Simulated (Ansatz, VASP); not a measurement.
**LaHg2 in VASP and in Ansatz**

INCAR

```
SYSTEM = LaHg2
PREC = Accurate
ENCUT = 520
EDIFF = 1E-8
ISMEAR = -1
SIGMA = 0.08
LREAL = .False.
LASPH = .True.
NELM = 100
ALGO = Normal
ISIF = 2
LWAVE = .False.
LCHARG = .False.
GGA = CA
LEFG = .True.
NBANDS = 24
```

KPOINTS

```
Automatic mesh
0
Gamma
  8 8 9
  0 0 0
```

POSCAR

```
LaHg2
1.0
    4.8567862506      0.0000000000      0.0000000000
   -2.4283931254      4.2061002739      0.0000000000
    0.0000000000      0.0000000000      3.5656934357
La Hg
1 2
Direct
    0.0000000000      0.0000000000      0.0000000000
    0.3333333333      0.6666666667      0.5000000000
    0.6666666667      0.3333333333      0.5000000000
```

Input for Ansatz:

```yaml
crystal:
  lattice:
    - [4.8567862506, 0.0, 0.0]
    - [-2.4283931254, 4.2061002739, 0.0]
    - [0.0, 0.0, 3.5656934357]
  atoms:
    - { symbol: La, position: [0.0, 0.0, 0.0] }
    - { symbol: Hg, position: [0.3333333333, 0.6666666667, 0.5] }
    - { symbol: Hg, position: [0.6666666667, 0.3333333333, 0.5] }
kpoints:
  mp_grid: { grid: [8, 8, 9] }
scf:
  occupations: { method: fermi_dirac, width: 0.08 }
hamiltonian:
  xc: lda
  pseudopotentials: { kind: all_electron, datasets: crystal }
output:
  forces: true
  stress: true
  eigenvalues: true
  efg: { contact_densities: true }
```

Change from the starting cell: volume scaled by 0.94, crystal datasets.

Alike in both runs: task electric field gradients; functional LDA; k mesh 8 × 8 × 9; occupations fermi-dirac, width 0.08 eV; no spin polarisation.

|  | VASP | Ansatz |
| --- | --- | --- |
| version | VASP 6.6.1 | Ansatz 0.2.0 |
| potentials or method | VASP PAW LDA potentials, release 64 (La, Hg), cutoff 520 eV | all-electron PAW with datasets made for the crystal, scalar-relativistic |

|  | VASP | Ansatz | Ansatz less VASP |
| --- | --- | --- | --- |
| pressure (GPa) | 2.0 | 1.5 | -0.57 |
| traceless stress, the component that is largest in VASP (GPa) | -2.52 | -2.15 | +0.366 |
| size of Vzz on the site where it differs most (V/Å²) | 343.8 | 298.4 | -45.42 |

LDA's correlation is that of Perdew and Zunger in VASP and of Perdew and Wang (1992) in Ansatz. Ansatz ran all-electron here, and VASP with PAW potentials.

Spin-orbit coupling is off throughout.
